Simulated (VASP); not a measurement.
Runs of VASP 6.6.1 on CaSe. The structure is that of space group Pm-3m (No. 221), or close to it. The cells are those of the table. 

```csv
task,level,potentials or basis,cell,k mesh,cutoff (eV),smearing,gap on the mesh (eV),pressure (GPa),relaxed volume (Å³/atom)
relaxation of cell and atoms,PBEsol,"VASP PAW PBE potentials, release 64 (Ca_sv, Se)","relaxed from a = 3.651 Å, 2 atoms",6 × 6 × 6,600,fermi-dirac 0.02 eV,0.61,0.0,(b)
single point,PBE,"VASP PAW PBE potentials, release 64 (Ca_sv, Se)","a = 3.635 Å, 2 atoms",8 × 8 × 8,520,fermi-dirac 0.02 eV,0.76,0.8,-
single point,r2SCAN,"VASP PAW PBE potentials, release 64 (Ca_sv, Se)","a = 3.635 Å, 2 atoms",8 × 8 × 8,520,gaussian 0.01 eV,1.24,0.2,-
single point,PBE,"VASP PAW PBE potentials, release 64 (Ca_sv, Se)","a = 3.635 Å, 2 atoms",4 × 4 × 4,520,gaussian 0.01 eV,0.73,1.2,-
single point,PBE,"VASP PAW PBE potentials, release 64 (Ca_sv, Se)","a = 3.651 Å, 2 atoms",6 × 6 × 6,520,fermi-dirac 0.02 eV,0.78,0.1,-
single point,PBEsol,"VASP PAW PBE potentials, release 64 (Ca_sv, Se)","a = 3.596 Å, 2 atoms",6 × 6 × 6,520,fermi-dirac 0.02 eV,0.61,0.2,-
single point,LDA,"VASP PAW LDA potentials, release 64 (Ca_sv, Se)","a = 3.547 Å, 2 atoms",6 × 6 × 6,520,fermi-dirac 0.02 eV,(a),0.3,-
relaxation of cell and atoms,PBE,"VASP PAW PBE potentials, release 64 (Ca_sv, Se)","relaxed from a = 3.680 Å, 2 atoms",6 × 6 × 6,600,fermi-dirac 0.02 eV,0.78,0.0,24.42
single point,LDA,"VASP PAW LDA potentials, release 64 (Ca_sv, Se)","a = 3.635 Å, 2 atoms",8 × 8 × 8,520,gaussian 0.01 eV,0.61,-3.7,-
single point,r2SCAN,"VASP PAW PBE potentials, release 64 (Ca_sv, Se)","a = 3.635 Å, 2 atoms",6 × 6 × 6,520,fermi-dirac 0.02 eV,1.24,0.2,-
relaxation of cell and atoms,LDA,"VASP PAW LDA potentials, release 64 (Ca_sv, Se)","relaxed from a = 3.651 Å, 2 atoms",6 × 6 × 6,600,fermi-dirac 0.02 eV,0.48,0.0,22.43
```

Alike in all rows: no spin polarisation.

Q: Fill in the values left out.

A: (a) 0.47; (b) 23.33.

Caveats: some runs use coarse meshes; the PAW data sets were made with another functional, which shifts forces and pressure a little (at least some runs); the cell stands under tension (at least some runs).

A k mesh can miss the band edges, and the runs leave out spin-orbit coupling on Se.
